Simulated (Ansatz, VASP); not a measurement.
Two plane-wave programs on Cu

```
Cu
1.0
     0.00000    1.81481    1.81481
     1.81481    0.00000    1.81481
     1.81481    1.81481    0.00000
Cu
1
Direct
  0.00000 0.00000 0.00000
```

Alike in both runs: functional PBE; k mesh 18 × 18 × 18; occupations fermi-dirac, width 0.05 eV; no spin polarisation.

Ansatz relaxed the structure, and its values are those at the end. VASP's run is a single point on that final structure, the one shown.

|  | VASP | Ansatz |
| --- | --- | --- |
| version | VASP 6.6.1 | Ansatz 0.2.0 |
| potentials or method | VASP PAW PBE potentials, release 64 (Cu), cutoff 520 eV | plane-wave PAW DFT |
| valence electrons in the cell | 11 | 19 |

Ansatz gave:

```
pressure (GPa) : 0.0
```

Estimate VASP's values.

pressure (GPa): 0.7.

VASP's potentials hold 11 valence electrons a cell and Ansatz's 19, so a difference there can come from the potentials and not from the codes.
